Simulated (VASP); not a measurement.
# Ti (I4/mmm) in VASP: further runs

Runs on Ti. Level: PBEsol. Tasks: single point.

Everything below comes from runs of VASP 6.6.1. Logs are shortened: lines on timing, memory, paths and dates and some standing lists are left out, and cuts for length are marked.

### 1 The cell of the first run

Symmetry: I4/mmm, No. 139, tetragonal system. Conventional cell: a = 3.282 Å, b = 3.282 Å, c = 3.216 Å, α = 90.00°, β = 90.00°, γ = 90.00°. Ti (site symmetry 4/mmm) has 14 Ti at 2.82 to 3.28 Å within 3.7 Å.

### 2 Single point, PBEsol (zz strain of -2 %)

File INCAR:

```
PREC     = Accurate       # precision mode
ENCUT    = 520            # plane-wave cutoff, eV
EDIFF    = 1E-6           # SCF threshold, eV
ISMEAR   = -1             # smearing method
SIGMA    = 0.05           # smearing width, eV
LREAL    = F              # projectors in reciprocal space
LASPH    = T              # aspherical terms in the spheres
NELM     = 100            # most SCF steps
ALGO     = Normal         # electronic algorithm
ISIF     = 2              # what is computed and relaxed
LWAVE    = F              # write WAVECAR
LCHARG   = T              # write CHGCAR
GGA      = PS             # functional
LELF     = T              # ELF
LVHAR    = T            
NBANDS   = 12             # bands
```

File KPOINTS:

```
regular mesh
0
Gamma
  14 14 14
```

File POSCAR:

```
Ti
1.0
   -1.6410000000      1.6410000000      1.6081800000
    1.6410000000     -1.6410000000      1.6081800000
    1.6410000000      1.6410000000     -1.6081800000
Ti
1
Direct
    0.0000000000      0.0000000000      0.0000000000
```

Potentials or basis: VASP PAW PBE potentials, release 64 (Ti_sv).

The run is started by

```console
cat potpaw_PBE.64/Ti_sv/POTCAR > POTCAR
mpirun -np 1 vasp_std > vasp.out
```

OUTCAR:

```text
PREC = Accurate
   ENCUT = 520
   EDIFF = 1E-6
   ISMEAR = -1
   LREAL = F
   LASPH = T
   NELM = 100
   ISIF = 2
   GGA = PS

 ion  position               nearest neighbor table
   1  0.000  0.000  0.000-

  LATTYP: Found a body centered tetragonal cell.
 ALAT       =     3.2820000000
 C/A-ratio  =     0.9800000000

  Lattice vectors:

 A1 = (  -1.6410000000,   1.6410000000,   1.6081800000)
 A2 = (   1.6410000000,  -1.6410000000,   1.6081800000)
 A3 = (   1.6410000000,   1.6410000000,  -1.6081800000)

Analysis of symmetry for initial positions (statically):
=====================================================================
 Subroutine PRICEL returns:
 Original cell was already a primitive cell.

 Routine SETGRP: Setting up the symmetry group for a
 body centered tetragonal supercell.

 Subroutine GETGRP returns: Found 16 space group operations
 (whereof 16 operations were pure point group operations)
 out of a pool of 16 trial point group operations.

The static configuration has the point symmetry D_4h.

Analysis of symmetry for dynamics (positions and initial velocities):
=====================================================================
 Subroutine PRICEL returns:
 Original cell was already a primitive cell.

 Routine SETGRP: Setting up the symmetry group for a
 body centered tetragonal supercell.

 Subroutine GETGRP returns: Found 16 space group operations
 (whereof 16 operations were pure point group operations)
 out of a pool of 16 trial point group operations.

The dynamic configuration has the point symmetry D_4h.

 Subroutine INISYM returns: Found 16 space group operations
 (whereof 16 operations are pure point group operations),
 and found     1 'primitive' translations

----------------------------------------------------------------------------------------

                                     Primitive cell

  volume of cell :      17.3225

  direct lattice vectors                    reciprocal lattice vectors
    -1.641000000  1.641000000  1.608180000     0.000000000  0.304692261  0.310910470
     1.641000000 -1.641000000  1.608180000     0.304692261  0.000000000  0.310910470
     1.641000000  1.641000000 -1.608180000     0.304692261  0.304692261  0.000000000

  length of vectors
     2.823473909  2.823473909  2.823473909     0.435319072  0.435319072  0.430899928

[... 77 lines left out ...]
   NELM   =    100;   NELMIN=  2; NELMDL= -5     # of ELM steps
   EDIFF  = 0.1E-05   stopping-criterion for ELM
   LREAL  =      F    real-space projection
   EDIFFG = 0.1E-04   stopping-criterion for IOM
   NSW    =      0    number of steps for IOM
   IBRION =     -1    ionic relax: 0-MD 1-quasi-New 2-CG
   NFREE  =      0    steps in history (QN), initial steepest desc. (CG)
   ISIF   =      2    stress and relaxation
   ISYM   =      2    0-nonsym 1-usesym 2-fastsym
   POTIM  = 0.5000    time-step for ionic-motion
   TEBEG  =    0.0;   TEEND  =   0.0 temperature during run
   PSTRESS=    0.0 pullay stress
   NELECT =      12.0000    total number of electrons
   NUPDOWN=      -1.0000    fix difference up-down
   EMIN   =  10.00;   EMAX   =-10.00  energy-range for DOS
   EFERMI =   0.00;   METHOD = LEGACY
   ISMEAR =    -1;   SIGMA  =   0.05  broadening in eV -4-tet -1-fermi 0-gaus
   EFERMI_NEDOS =   21; number of points for ismear=-14 and -15
   IALGO  =     38    algorithm
   IMIX   =      4    mixing-type and parameters
     AMIX     =   0.40;   BMIX     =  1.00
     AMIX_MAG =   1.60;   BMIX_MAG =  1.00
  volume/ion in A,a.u.               =      17.32       116.90
  Fermi-wavevector in a.u.,A,eV,Ry     =   1.448543  2.737349 28.548779  2.098276
  Thomas-Fermi vector in A             =   2.566372
   LORBIT       =      0    0 simple, 1 ext, 2 COOP (PROOUT), +10 PAW based schemes
   GGA     = PS    functional components
   LHFCALC =     F    Hartree Fock is set to
   AEXX    =    0.0000 exact exchange contribution
   IVDW    =     0    specifies the selected vdW correction
   LEPSILON=     F    determine dielectric tensor
   LRPA    =     F    only Hartree local field effects (RPA)
 non-spin polarized calculation
  energy-cutoff  :      520.00
  volume of cell :       17.32
 maximum number of plane-waves:       482
 NGX is ok and might be reduce to    24
   NGX = 11   NGY = 11   NGZ = 11

 number of electron      11.9999998 magnetization

 Free energy of the ion-electron system (eV)
  ---------------------------------------------------
  ext. energy  EPLUGINS =         0.00000000
  ---------------------------------------------------
  free energy    TOTEN  =        -8.23123348 eV

  energy without entropy =       -8.21132213  energy(sigma->0) =       -8.22127781

 E-fermi :   7.9767     XC(G=0): -11.6447

 val. band max:        7.9764181786   @ k =   0.2857   0.2143  -0.0000
 cond. band min:       7.9818646944   @ k =  -0.1429  -0.2857   0.0714
 fundamental gap:      0.0054465158
 Fermi energy:         7.9766693332

 k-point     1 :       0.0000    0.0000    0.0000
  band No.  band energies     occupation
      1     -48.3109      2.00000
      2     -24.2593      2.00000
      3     -24.2574      2.00000
      4     -24.2574      2.00000
      5       2.0256      2.00000
      6       8.8732      0.00000
      7       9.0188      0.00000
      8       9.0188      0.00000
      9      10.6571      0.00000
     10      10.8289      0.00000
     11      25.3038      0.00000
     12      25.3038      0.00000
[... 331 lines left out ...]
 k-point    24 :       0.2857    0.1429   -0.0000
  band No.  band energies     occupation
      1     -48.1915      2.00000
      2     -24.8123      2.00000
      3     -24.4634      2.00000
      4     -24.3079      2.00000
      5       5.5289      2.00000
      6       7.6988      1.99232
      7       8.0597      0.31960
      8      10.4915      0.00000
      9      11.2002      0.00000
     10      12.0393      0.00000
     11      19.0461      0.00000
     12      21.2318      0.00000

 [... further k-points ...]
[... 5 lines left out ...]
  --------------------------------------------------------------------------------------
  -------------------------------------------------------------------------------------
  Total       -0.5140888     -0.5140888     -0.5862188      0.0000000     -0.0000000      0.0000000
  in kB      -47.5485093    -47.5485093    -54.2198787      0.0000000     -0.0000000      0.0000000
  external PRESSURE =     -49.7722991 kB  Pullay stress =       0.0000000 kB

 VOLUME and BASIS-vectors are now :
 -----------------------------------------------------------------------------
  energy-cutoff  :      520.00
  volume of cell :       17.32
      direct lattice vectors                 reciprocal lattice vectors
    -1.641000000  1.641000000  1.608180000     0.000000000  0.304692261  0.310910470
     1.641000000 -1.641000000  1.608180000     0.304692261  0.000000000  0.310910470
     1.641000000  1.641000000 -1.608180000     0.304692261  0.304692261  0.000000000

 POSITION                                       TOTAL-FORCE (eV/Angst)
 -----------------------------------------------------------------------------------
      0.00000      0.00000      0.00000         0.000000      0.000000     -0.000000
 -----------------------------------------------------------------------------------
    total drift:                                0.000000      0.000000      0.000000

  FREE ENERGIE OF THE ION-ELECTRON SYSTEM (eV)
  ---------------------------------------------------
  free  energy   TOTEN  =        -8.2312334837 eV

  energy  without entropy=       -8.2113221333  energy(sigma->0) =       -8.22127781
```

OSZICAR:

```text
N       E                     dE             d eps       ncg     rms          rms(c)
DAV:   1     0.871420221885E+02    0.87142E+02   -0.65744E+03  5896   0.121E+03
DAV:   2    -0.510832614712E+01   -0.92250E+02   -0.89793E+02  5972   0.298E+02
DAV:   3    -0.929773357373E+01   -0.41894E+01   -0.41398E+01  8028   0.655E+01
DAV:   4    -0.940384746506E+01   -0.10611E+00   -0.10594E+00  6576   0.897E+00
DAV:   5    -0.940658131632E+01   -0.27339E-02   -0.27338E-02  6880   0.127E+00    0.868E+00
DAV:   6    -0.822888962923E+01    0.11777E+01   -0.27964E+00  6328   0.235E+01    0.208E+00
DAV:   7    -0.822239887193E+01    0.64908E-02   -0.77689E-02  6924   0.289E+00    0.126E+00
DAV:   8    -0.823079390358E+01   -0.83950E-02   -0.36604E-02  6180   0.226E+00    0.112E-01
DAV:   9    -0.823119912302E+01   -0.40522E-03   -0.23292E-03  7064   0.475E-01    0.756E-02
DAV:  10    -0.823124795587E+01   -0.48833E-04   -0.30970E-04  6172   0.192E-01    0.179E-02
DAV:  11    -0.823123362096E+01    0.14335E-04   -0.33738E-05  6648   0.885E-02    0.936E-03
DAV:  12    -0.823123348369E+01    0.13727E-06   -0.22185E-06  6564   0.159E-02
   1 F= -.82312335E+01 E0= -.82212778E+01  d E =-.199114E-01
```

stdout:

```text
POSCAR found type information on POSCAR Ti
 POSCAR found :  1 types and       1 ions
 scaLAPACK will be used
 -----------------------------------------------------------------------------
|                                                                             |
|                                                                             |
|     You enforced a specific xc type in the INCAR file but a different       |
|     I HOPE YOU KNOW WHAT YOU ARE DOING!                                     |
|                                                                             |
 -----------------------------------------------------------------------------

 LDA part: xc-table for (Slater+PW92), standard interpolation
 POSCAR, INCAR and KPOINTS ok, starting setup
 FFT: planning ... GRIDC
 FFT: planning ... GRID_SOFT
 FFT: planning ... GRID
 WAVECAR not read
 entering main loop
```

It took 52 s on 1 thread of Intel Xeon 8259CL, shared host; peak memory 0.17 GiB.

Results:

```yaml
Free_energy: -8.2312 eV
Pressure: -5.0 GPa
Band_gap_on_the_k_mesh: zero (bands 6 and 7 overlap by 1.63 eV)
```

Caveat: the cell differs from its parent crystal (zz strain of -2 %); the cell stands under tension; the PAW data sets were made with another functional, which shifts forces and pressure a little.

### 3 Single point, PBEsol (equal xx and yy strain of -1 %)

File INCAR:

```
ALGO     = Normal         # electronic algorithm
EDIFF    = 1E-6           # SCF threshold, eV
ENCUT    = 520            # plane-wave cutoff, eV
GGA      = PS             # functional
ISIF     = 2              # what is computed and relaxed
ISMEAR   = -1             # smearing method
LASPH    = True           # aspherical terms in the spheres
LCHARG   = True           # write CHGCAR
LELF     = True           # ELF
LREAL    = False          # projectors in reciprocal space
LVHAR    = True         
LWAVE    = False          # write WAVECAR
NBANDS   = 12             # bands
NELM     = 60             # most SCF steps
PREC     = Accurate       # precision mode
SIGMA    = 0.05           # smearing width, eV
```

File KPOINTS:

```
k-points
0
Gamma
  14 14 14
```

File POSCAR:

```
Ti
1.0
   -1.6245900000      1.6245900000      1.6410000000
    1.6245900000     -1.6245900000      1.6410000000
    1.6245900000      1.6245900000     -1.6410000000
Ti
1
Direct
    0.0000000000      0.0000000000      0.0000000000
```

Potentials or basis: VASP PAW PBE potentials, release 64 (Ti_sv).

The run is started by

```console
cat potpaw_PBE.64/Ti_sv/POTCAR > POTCAR
mpirun -np 1 vasp_std > vasp.out
```

It took 58 s on 1 thread of Intel Xeon 8259CL, shared host; peak memory 0.18 GiB.

Results (log left out):

```
Free energy            : -8.2308 eV
Pressure               : -5.0 GPa
Band gap on the k mesh : zero (bands 6 and 7 overlap by 1.61 eV)
```

Stress tensor (GPa, compression positive):
```
-5.07  0.00  0.00
 0.00 -5.07  0.00
 0.00  0.00 -4.82
```

Levels at points of the mesh, in eV from the Fermi level:
| k point | band 3 | band 4 | band 5 | band 6 | band 7 | band 8 | band 9 | band 10 |
| --- | --- | --- | --- | --- | --- | --- | --- | --- |
| (0.00, 0.00, 0.00) | -32.23 | -32.23 | -5.95 | 0.97 | 0.97 | 1.04 | 2.73 | 2.81 |
| (0.50, 0.00, 0.00) | -32.45 | -32.23 | -2.46 | -0.37 | 1.15 | 2.73 | 3.10 | 4.31 |
| (0.50, 0.50, 0.00) | -32.45 | -32.24 | -2.46 | -0.45 | 1.21 | 2.81 | 3.14 | 4.32 |
| (0.50, 0.50, 0.50) | -32.70 | -32.70 | -2.12 | -2.09 | 3.94 | 3.96 | 3.96 | 8.19 |

Caveat: the cell differs from its parent crystal (equal xx and yy strain of -1 %); the cell stands under tension; the PAW data sets were made with another functional, which shifts forces and pressure a little.
